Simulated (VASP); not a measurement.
# PbF2 (Fluorocronite): relaxation of cell and atoms with PBE

PbF2 (Fluorocronite):

```xyz
3
Lattice="0.0000 2.9637 2.9637 2.9637 0.0000 2.9637 2.9637 2.9637 0.0000" Properties=species:S:1:pos:R:3 pbc="T T T"
Pb    0.0000    0.0000    0.0000
F     1.4818    1.4818    1.4818
F     4.4455    4.4455    4.4455
```

| Property | Result |
| --- | --- |
| Program | VASP 6.6.1 |
| Task | relaxation of cell and atoms |
| Functional | PBE |
| Potentials or basis | VASP PAW PBE potentials, release 64 (Pb_d, F) |
| Cutoff | 600 eV |
| k mesh | 6 × 6 × 6 |
| Occupations | gaussian, width 0.01 eV |
| Spin | no spin polarisation |
| Target pressure | 30 GPa |
| Dipole correction | no |
| Further INCAR settings | ALGO = Normal; EDIFF = 1e-06; IBRION = 2; EDIFFG = -0.03; NSW = 80; ISIF = 3 |

```yaml
Relaxed_volume: 14.00 Å³/atom
Relaxed_cell: a = 3.901 Å, b = 3.901 Å, c = 3.901 Å, α = 60.00°, β = 60.00°, γ = 60.00°
Space_group_after_relaxing_to_0.05_Å: Fm-3m (No. 225)
Energy_change_on_relaxing_the_enthalpy_is_what_falls: +288.5 meV/atom
Ionic_steps: 5
Pressure_after_relaxing: 30.2 GPa
Band_gap_on_the_k_mesh: 4.31 eV, indirect (least direct gap 4.45 eV)
```

Step by step:
| step | energy change (eV) | largest force (eV/Å) | pressure (GPa) | volume (Å³) |
| --- | --- | --- | --- | --- |
| 1 | 0.0000 | 0.0000 | 2.44 | 52.06 |
| 2 | 4.5350 | 0.0000 | 110.92 | 32.65 |
| 3 | 0.7603 | 0.0000 | 27.61 | 42.58 |
| 4 | 0.8314 | 0.0000 | 29.40 | 42.18 |
| 5 | 0.8656 | 0.0000 | 30.24 | 41.99 |

Final structure:
```xyz
3
Lattice="0.0000 2.7588 2.7588 2.7588 0.0000 2.7588 2.7588 2.7588 0.0000" Properties=species:S:1:pos:R:3 pbc="T T T"
Pb    0.0000    0.0000    0.0000
F     1.3794    1.3794    1.3794
F     4.1381    4.1381    4.1381
```

Levels at points of the mesh, in eV from the valence-band top:
```tsv
k point	band 12	band 13	band 14	band 15	band 16	band 17
(0.00, 0.00, 0.00)	-3.57	-3.57	-3.57	6.80	6.80	6.80
(0.50, 0.00, 0.00)	-3.67	-3.67	-0.13	4.81	8.27	8.27
(0.50, 0.50, 0.00)	-2.93	-2.93	-0.14	4.31	8.29	8.63
```

It took 53 s on 1 thread of AMD EPYC 9R45 96-Core Processor (Zen 5), with other jobs on the host, peak memory 0.19 GiB.

Caveat: the cell is relaxed towards a set pressure, so the enthalpy falls and the energy may rise; the volume moved by over 15 % at a fixed basis, so the end points are rough; spin-orbit coupling is left out, which moves the levels of the heavy elements. A k mesh can miss the band edges.
